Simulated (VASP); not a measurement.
Here is a VASP 6.6.1 calculation.

Contents of INCAR:

```
  ALGO = Normal
  EDIFF = 1E-6
  ENCUT = 400
  GGA = PE
  GGA_COMPAT = False
  ISIF = 2
  ISMEAR = -1
  ISYM = -1
  LASPH = True
  LCHARG = False
  LREAL = Auto
  LWAVE = False
  NBANDS = 90
  NELM = 120
  PREC = Accurate
  SIGMA = 0.05
```

Contents of KPOINTS:

```
explicit points
1
Reciprocal
  0.25000000   0.25000000   0.25000000 1
```

Contents of POSCAR:

```
ZrAl2
1.0
    7.7016390000      0.1689720000     -0.1318520000
    0.1689720000      7.7666440000      0.1814760000
   -0.1318520000      0.1814760000      7.7043200000
Al Zr
16 8
Direct
    0.4167035811      0.2736177735      0.0767094489
    0.0940626806      0.1382009072      0.3986962126
    0.7539420084      0.2406060474      0.2156725757
    0.4620967487      0.8406805927      0.6438796713
    0.6475393829      0.3584355869      0.8324647608
    0.9506717503      0.9858692897      0.0961300097
    0.6412453043      0.8076392357      0.3375546885
    0.8849363216      0.4916899018      0.3620264614
    0.2275374096      0.5083565592      0.2144147371
    0.7166125877      0.0770971556      0.6164086538
    0.9490425481      0.3167796581      0.6563267430
    0.1774989078      0.5898404734      0.5271974290
    0.0779497548      0.2849526362      0.9833972066
    0.4657393224      0.1254768002      0.3847586333
   -0.0265153541      0.8512423813      0.4036832368
    0.5713603115      0.5948621198      0.1152041714
    0.0822396064      0.9248176203      0.7508573442
    0.7886409248      0.6746108023      0.6728152794
    0.5275022643      0.4539008738      0.4805505370
    0.3290640206      0.1944244057      0.7198265890
    0.2971188767      0.8548849051      0.1982824734
    0.3039923523      0.5606447909      0.8576026730
    0.6039437534      0.9598665587      0.9650618677
    0.9321833581      0.6304557057      0.0083431971
```

Potentials or basis: VASP PAW PBE potentials, release 64 (Al, Zr_sv).

Command:

```sh
$ cat potpaw_PBE.64/Al/POTCAR potpaw_PBE.64/Zr_sv/POTCAR > POTCAR
$ mpirun -np 1 vasp_std > vasp.out
```

What does it give for the largest force?

1.241 eV/Å.

Estimate the pressure.

0.6 GPa.

Forces in eV/Å, atoms in the order of the input:
```
Al   0.488 -0.770 -0.255
Al   0.656  0.909 -0.506
Al  -0.171 -0.302 -0.269
Al  -1.127 -0.093 -0.513
Al   0.101  0.107  0.650
Al   0.011  0.360 -0.311
Al   0.027  0.190  0.321
Al   0.154  0.553 -0.322
Al  -0.143 -0.379  0.120
Al   0.092 -0.361  0.193
Al   0.489  0.331  0.325
Al   0.030  0.140  0.366
Al   0.122 -0.280 -0.004
Al  -0.753 -0.813 -0.438
Al  -0.435 -0.982 -0.029
Al   0.009 -0.213 -0.691
Zr  -0.600  0.188  0.275
Zr   1.039  0.137 -0.146
Zr   0.242  0.435 -0.427
Zr   0.342  0.419  0.389
Zr  -0.136  0.715  0.265
Zr   0.263  0.142  0.046
Zr  -0.062 -0.439  0.005
Zr  -0.639  0.006  0.959
```

Caveat: the atoms stand as in a frame of molecular dynamics.
